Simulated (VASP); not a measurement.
The system is MgC2.

```
CELL_PARAMETERS angstrom
3.95078 0.00000 0.00000
0.00000 3.95078 0.00000
0.00000 0.00000 4.98709
ATOMIC_POSITIONS crystal
Mg 0.00000 0.00000 0.50000
Mg 0.50000 0.50000 0.00000
C 0.38766 0.61235 0.50000
C 0.11235 0.11235 0.00000
C 0.61235 0.38766 0.50000
C 0.88765 0.88765 0.00000
```

- Program: VASP 6.6.1
- Task: relaxation of cell and atoms
- Functional: BLYP
- Potentials or basis: VASP PAW PBE potentials, release 64 (Mg, C)
- Cutoff: 600 eV
- k mesh: 7 × 7 × 6
- Occupations: fermi-dirac, width 0.05 eV
- Spin: no spin polarisation

At the start: pressure 0.7 GPa; volume 12.97 Å³/atom.

Problem. Where does the relaxation end?

Solution. Over 10 steps the energy falls by 2.7 meV/atom and the volume is 13.28 Å³/atom (+2.4 %); space group P4_2/mnm (No. 136, to 0.1 Å) before and after.

The path:
```tsv
step	energy change (eV)	largest force (eV/Å)	pressure (GPa)	volume (Å³)
1	0.0000	0.5520	0.68	77.84
2	0.1894	4.4592	6.84	78.46
3	-0.0050	0.0791	1.45	77.93
4	-0.0124	0.0425	0.26	79.15
5	-0.0130	0.0287	-0.18	79.61
6	-0.0146	0.0096	-0.15	79.64
7	-0.0158	0.0734	-0.08	79.68
8	-0.0159	0.0908	-0.05	79.69
9	-0.0121	0.5541	0.94	79.66
10	-0.0160	0.0010	0.08	79.68
```

Final structure:
```xyz
6
Lattice="3.9523 0.0000 0.0000 0.0000 3.9523 0.0000 0.0000 0.0000 5.1012" Properties=species:S:1:pos:R:3 pbc="T T T"
Mg    0.0000    0.0000    2.5506
Mg    1.9761    1.9761    0.0000
C     1.5344    2.4178    2.5506
C     0.4417    0.4417    5.1012
C     2.4178    1.5344    2.5506
C     3.5105    3.5105    0.0000
```

Caveat: the PAW data sets were made with another functional, which shifts forces and pressure a little.
